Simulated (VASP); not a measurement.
# Be4Os (I4/mmm) in VASP: further runs, part 3 of 3

VASP 6.6.1.

### 5 Single point, PBE

This run uses another cell than the first one, of 9.28 Å³/atom, 1.004 times its volume.

INCAR reads:

```
SYSTEM = Be4Os
PREC     = Accurate       ! precision mode
ENCUT    = 520            ! plane-wave cutoff, eV
EDIFF    = 1E-6           ! SCF threshold, eV
ISMEAR   = 0              ! smearing method
SIGMA    = 0.1            ! smearing width, eV
LREAL    = .False.        ! projectors in reciprocal space
LASPH    = .True.         ! aspherical terms in the spheres
NELM     = 100            ! most SCF steps
ALGO     = Normal         ! electronic algorithm
ISIF     = 2              ! what is computed and relaxed
LWAVE    = .False.        ! write WAVECAR
LCHARG   = .False.        ! write CHGCAR
GGA      = PE             ! functional
NBANDS   = 16             ! bands
```

KPOINTS reads:

```
Automatic mesh
0
Gamma
  12 12 12
  0 0 0
```

POSCAR reads:

```
Be4Os
1.0
   -2.5110815862      2.5110815862      1.8389075496
    2.5110815862     -2.5110815862      1.8389075496
    2.5110815862      2.5110815862     -1.8389075496
Be Os
4 1
Direct
    0.1979205231      0.5000000000      0.6979205231
    0.5000000000      0.1979205231      0.6979205231
    0.5000000000      0.8020794769      0.3020794769
    0.8020794769      0.5000000000      0.3020794769
    0.0000000000      0.0000000000      0.0000000000
```

Potentials or basis: VASP PAW PBE potentials, release 64 (Be, Os).

On the command line:

```
$ cat potpaw_PBE.64/Be/POTCAR potpaw_PBE.64/Os/POTCAR > POTCAR
$ mpirun -np 1 vasp_std > vasp.out
```

OUTCAR:

```text
SYSTEM = Be4Os
   PREC = Accurate
   ENCUT = 520
   EDIFF = 1E-6
   ISMEAR = 0
   LREAL = .False.
   LASPH = .True.
   NELM = 100
   ISIF = 2
   GGA = PE

 ion  position               nearest neighbor table
   1  0.198  0.500  0.698-   4 1.99   2 2.15   3 2.15   3 2.31   2 2.31   2 2.31   3 2.31   5 2.38
                             5 2.38   5 2.70   5 2.70
   2  0.500  0.198  0.698-   3 1.99   1 2.15   4 2.15   1 2.31   4 2.31   1 2.31   4 2.31   5 2.38
                             5 2.38   5 2.70   5 2.70
   3  0.500  0.802  0.302-   2 1.99   4 2.15   1 2.15   1 2.31   4 2.31   1 2.31   4 2.31   5 2.38
[... 667 lines left out ...]
  -------------------------------------------------------------------------------------
  Total        0.0448819      0.0448819      0.0905085      0.0000000      0.0000000      0.0000000
  in kB        1.5503863      1.5503863      3.1265016      0.0000000      0.0000000      0.0000000
  external PRESSURE =       2.0757580 kB  Pullay stress =       0.0000000 kB

 VOLUME and BASIS-vectors are now :
 -----------------------------------------------------------------------------
  energy-cutoff  :      520.00
  volume of cell :       46.38
      direct lattice vectors                 reciprocal lattice vectors
    -2.511081586  2.511081586  1.838907550     0.000000000  0.199117385  0.271900564
     2.511081586 -2.511081586  1.838907550     0.199117385  0.000000000  0.271900564
     2.511081586  2.511081586 -1.838907550     0.199117385  0.199117385  0.000000000

 POSITION                                       TOTAL-FORCE (eV/Angst)
 -----------------------------------------------------------------------------------
      2.51108      0.99399      0.00000         0.000000     -0.005928     -0.000000
      0.99399      2.51108      0.00000        -0.005928     -0.000000     -0.000000
      1.51709     -0.00000      1.83891         0.005928     -0.000000      0.000000
     -0.00000      1.51709      1.83891         0.000000      0.005928      0.000000
      0.00000      0.00000      0.00000         0.000000     -0.000000      0.000000
 -----------------------------------------------------------------------------------
    total drift:                               -0.000000      0.000000      0.000000

  FREE ENERGIE OF THE ION-ELECTRON SYSTEM (eV)
  ---------------------------------------------------
  free  energy   TOTEN  =       -26.4054187910 eV

  energy  without entropy=      -26.3954475487  energy(sigma->0) =      -26.40043317
```

OSZICAR:

```text
N       E                     dE             d eps       ncg     rms          rms(c)
DAV:   1     0.401911268658E+02    0.40191E+02   -0.66324E+03  5288   0.881E+02
DAV:   2    -0.259328495845E+02   -0.66124E+02   -0.57386E+02  6184   0.211E+02
DAV:   3    -0.288958133707E+02   -0.29630E+01   -0.28215E+01  7352   0.363E+01
DAV:   4    -0.289269747823E+02   -0.31161E-01   -0.31121E-01  5880   0.405E+00
DAV:   5    -0.289273333880E+02   -0.35861E-03   -0.35849E-03  7288   0.356E-01    0.191E+01
DAV:   6    -0.270682615894E+02    0.18591E+01   -0.98079E+00  7808   0.269E+01    0.399E+00
DAV:   7    -0.264400094996E+02    0.62825E+00   -0.21691E+00  7480   0.138E+01    0.365E+00
DAV:   8    -0.264103999853E+02    0.29610E-01   -0.83004E-02  5984   0.194E+00    0.969E-01
DAV:   9    -0.264054569869E+02    0.49430E-02   -0.12475E-02  8024   0.101E+00    0.926E-02
DAV:  10    -0.264054198839E+02    0.37103E-04   -0.98338E-04  6248   0.237E-01    0.324E-02
DAV:  11    -0.264054211325E+02   -0.12486E-05   -0.24729E-05  7144   0.365E-02    0.152E-02
DAV:  12    -0.264054186127E+02    0.25198E-05   -0.57384E-06  6192   0.155E-02    0.330E-03
DAV:  13    -0.264054187910E+02   -0.17831E-06   -0.67098E-07  3912   0.690E-03
   1 F= -.26405419E+02 E0= -.26400433E+02  d E =-.997124E-02
```

stdout:

```text
POSCAR found type information on POSCAR BeOs
 POSCAR found :  2 types and       5 ions
 scaLAPACK will be used
 LDA part: xc-table for (Slater+PW92), standard interpolation
 POSCAR, INCAR and KPOINTS ok, starting setup
 FFT: planning ... GRIDC
 FFT: planning ... GRID_SOFT
 FFT: planning ... GRID
 WAVECAR not read
 entering main loop
```

It took 2 min on 1 thread of AMD EPYC 9R45 (Zen 5), shared host; peak memory 0.22 GiB.

What came out:

```
Free energy            : -26.4054 eV
Pressure               : 0.2 GPa
Largest force          : 0.006 eV/Å
Band gap on the k mesh : zero (band 8 reaches 8.96 eV, above the bottom of band 9 at 6.07 eV)
```

Forces on the atoms (eV/Å):
```
Be   0.000 -0.006  0.000
Be  -0.006  0.000  0.000
Be   0.006  0.000  0.000
Be   0.000  0.006  0.000
Os   0.000  0.000  0.000
```

Stress tensor (GPa, compression positive):
```
0.16 0.00 0.00
0.00 0.16 0.00
0.00 0.00 0.31
```

Caveat: spin-orbit coupling is left out, which moves the levels of the heavy elements.

### 6 The runs side by side

```csv
task,spin,cell,k mesh,cutoff (eV),smearing,gap on the mesh (eV),pressure (GPa),largest force (eV/Å)
relaxation of cell and atoms,off,"relaxed from a = 4.009 Å, angles 101.6, 101.6, 126.6°, 5 atoms",6 × 6 × 6,600,gaussian 0.1 eV,none,-0.3,0.04
single point,"collinear, ferromagnetic start","a = 4.008 Å, angles 102.0, 102.0, 125.7°, 5 atoms",6 × 6 × 6,520,gaussian 0.1 eV,none,0.0,0.01
single point,off,"a = 3.678, b = 3.999, c = 7.102 Å, angles 90.0, 90.0, 117.4°, 10 atoms",6 × 6 × 4,520,gaussian 0.2 eV,none,0.4,0.02
single point,off,"a = 3.999 Å, angles 102.2, 102.2, 125.2°, 5 atoms",12 × 12 × 12,520,gaussian 0.1 eV,none,0.2,0.01
```

Alike in all rows: level PBE; potentials or basis VASP PAW PBE potentials, release 64 (Be, Os).

Caveats: spin-orbit coupling is left out, which moves the levels of the heavy elements.

Absolute energies hang on the potentials; compare differences alone.
